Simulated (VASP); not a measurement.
Sn: single point with LDA

Sn:

```
Sn
1.0
     5.95741    0.00000    0.00000
     0.00000    5.95741    0.00000
     0.00000    0.00000    5.95741
Sn
8
Direct
  0.00000 0.00000 0.00000
  0.50000 0.50000 0.50000
  0.25000 0.00000 0.50000
  0.75000 0.00000 0.50000
  0.50000 0.25000 0.00000
  0.50000 0.75000 0.00000
  0.00000 0.50000 0.25000
  0.00000 0.50000 0.75000
```

```json
{
 "Program": "VASP 6.6.1",
 "Task": "single point",
 "Functional": "LDA",
 "Potentials or basis": "VASP PAW LDA potentials, release 64 (Sn_d)",
 "Cutoff": "520 eV",
 "k mesh": "4 × 4 × 4",
 "Occupations": "fermi-dirac, width 0.1 eV",
 "Spin": "no spin polarisation"
}
```

| Property | Result |
| --- | --- |
| Pressure | 0.0 GPa |
| Band gap on the k mesh | zero (bands 56 and 57 overlap by 1.42 eV) |

Levels at points of the mesh, in eV from the Fermi level:
```csv
k point,band 52,band 53,band 54,band 55,band 56,band 57,band 58,band 59,band 60,band 61
"(0.00, 0.00, 0.00)",-2.70,-2.70,-1.58,-1.58,-1.58,-0.39,-0.39,-0.39,-0.14,2.47
"(0.50, 0.00, 0.00)",-2.45,-1.65,-1.65,-0.62,-0.62,0.10,0.10,0.61,0.61,2.30
"(0.50, 0.50, 0.00)",-2.64,-0.42,-0.34,0.26,0.26,0.39,0.39,1.03,1.24,2.48
"(0.50, 0.50, 0.50)",0.11,0.11,0.11,0.62,0.62,1.75,1.75,1.75,1.75,1.75
```

Run time: 2.3 min on 1 thread of Intel(R) Xeon(R) Platinum 8259CL CPU @ 2.50GHz (Skylake/Cascade Lake), on a shared host, peak memory 0.3 GiB.

Caveat: spin-orbit coupling is left out, which moves the levels of the heavy elements.
